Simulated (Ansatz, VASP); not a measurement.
**MgO in VASP and in Ansatz**

```xyz
2
Lattice="0.0000 2.1022 2.1022 2.1022 0.0000 2.1022 2.1022 2.1022 0.0000" Properties=species:S:1:pos:R:3 pbc="T T T"
Mg    0.0000    0.0000    0.0000
O     2.1022    2.1022    2.1022
```

Alike in both runs: task single point; functional PBEsol; k mesh 4 × 4 × 4; no spin polarisation.

|  | VASP | Ansatz |
| --- | --- | --- |
| version | VASP 6.6.1 | Ansatz 0.2.0 |
| potentials or method | VASP PAW PBE potentials, release 64 (Mg, O) | plane waves |
| plane-wave cutoff (eV) | 600 | 420 |
| occupations | gaussian, width 0.01 eV | fixed |
| valence electrons in the cell | 8 | 16 |

|  | VASP | Ansatz | Ansatz less VASP |
| --- | --- | --- | --- |
| gap on the k mesh at the Fermi level (eV) | 4.68 | 4.68 | -0.002 |
| pressure (GPa) | 0.4 | 1.1 | +0.70 |

VASP's potentials were made for PBE, not for PBEsol. VASP's potentials hold 8 valence electrons a cell and Ansatz's 16, so a difference there can come from the potentials and not from the codes.

The k mesh is coarse, so the values compare programs but aren't converged.
